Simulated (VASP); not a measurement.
Input of a VASP 6.6.1 run:

The input INCAR:

```
SYSTEM = Ge
PREC = Accurate
ENCUT = 520
EDIFF = 1E-7
ISMEAR = 0
SIGMA = 0.1
LREAL = .FALSE.
LASPH = .TRUE.
NELM = 100
ALGO = Fast
ISIF = 2
LWAVE = .FALSE.
LCHARG = .TRUE.
GGA = PS
LELF = .TRUE.
LVHAR = .TRUE.
NBANDS = 66
```

Contents of KPOINTS:

```
regular mesh
0
G
  8 8 6
  0 0 0
```

The input POSCAR:

```
Ge
1.0
    3.5208990000     -4.0762159000      0.0000000000
    3.5208990000      4.0762159000      0.0000000000
    0.0000000000      0.0000000000      7.0656769000
Ge
8
Direct
    0.3122730000      0.0453390000      0.4111820000
    0.4546610000      0.1877270000      0.0888180000
    0.0453390000      0.3122730000      0.5888180000
    0.1877270000      0.4546610000      0.9111820000
    0.9546610000      0.6877270000      0.4111820000
    0.6877270000      0.9546610000      0.5888180000
    0.8122730000      0.5453390000      0.0888180000
    0.5453390000      0.8122730000      0.9111820000
```

Potentials or basis: VASP PAW PBE potentials, release 64 (Ge_d).

Launch:

```bash
$ cat potpaw_PBE.64/Ge_d/POTCAR > POTCAR
$ mpirun -np 1 vasp_std > vasp.out
```

Question: Predict the band gap on the k mesh.

Answer: Zero (filled and empty bands touch).

Question: Predict the largest force.

Answer: 0.027 eV/Å.

Stress tensor (GPa, compression positive):
```
-2.49  0.00  0.00
 0.00 -2.54  0.00
 0.00  0.00 -2.64
```

Caveat: semilocal functionals underestimate gaps, and a narrow one can read as zero; the PAW data sets were made with another functional, which shifts forces and pressure a little.
